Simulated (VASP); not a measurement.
Crystal: Tl.

```xyz
3
Lattice="4.4993 0.0000 0.0000 -2.2497 3.8965 0.0000 0.0000 0.0000 2.7124" Properties=species:S:1:pos:R:3 pbc="T T T"
Tl    0.0000    0.0000    0.0000
Tl    0.0000    2.5977    1.3562
Tl    2.2497    1.2988    1.3562
```

This isn't the form of Tl at room conditions, which is hcp.

Base run:

| Item | Value |
| --- | --- |
| Program | VASP 6.6.1 |
| Functional | PBE |
| Potentials or basis | VASP PAW PBE potentials, release 64 (Tl_d) |
| Cutoff | 520 eV |
| k mesh | 7 × 7 × 10 |
| Occupations | fermi-dirac, width 0.1 eV |
| Spin | no spin polarisation |

Its results: band gap on the k mesh zero (an odd number of electrons rules out a gap without spin polarisation); pressure 119.9 GPa.

Q: The run is repeated on the same cell with these changes: occupations from fermi-dirac, width 0.1 eV to tetrahedron. What comes out?

A: Band gap on the k mesh zero (an odd number of electrons rules out a gap without spin polarisation); pressure 121.0 GPa.

Caveats: the cell stands under pressure; spin-orbit coupling is left out, which moves the levels of the heavy elements; tetrahedron occupations give inexact forces and stress in metals (at least some runs).
